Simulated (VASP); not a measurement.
A run of VASP 6.6.1 is set up as follows.

Contents of INCAR:

```
SYSTEM = AlRu
  PREC = Accurate
  ENCUT = 520
  EDIFF = 1E-6
  ISMEAR = 0
  SIGMA = 0.1
  LREAL = .FALSE.
  LASPH = .TRUE.
  NELM = 60
  ALGO = Normal
  ISIF = 2
  LWAVE = .FALSE.
  LCHARG = .FALSE.
  GGA = PS
  NBANDS = 16
```

Contents of KPOINTS:

```
Automatic mesh
0
G
  14 14 14
  0 0 0
```

File POSCAR:

```
AlRu
1.0
    2.9763144544      0.0000000000      0.0000000000
    0.0000000000      2.9763144544      0.0000000000
    0.0000000000      0.0000000000      2.9763144544
Al Ru
1 1
Direct
    0.0000000000      0.0000000000      0.0000000000
    0.5000000000      0.5000000000      0.5000000000
```

Potentials or basis: VASP PAW PBE potentials, release 64 (Al, Ru_pv).

Command:

```console
$ cat potpaw_PBE.64/Al/POTCAR potpaw_PBE.64/Ru_pv/POTCAR > POTCAR
$ mpirun -np 1 vasp_std > vasp.out
```

Estimate the pressure.

0.1 GPa.

Predict the band gap on the k mesh.

zero (an odd number of electrons rules out a gap without spin polarisation).

Caveat: the PAW data sets were made with another functional, which shifts forces and pressure a little.
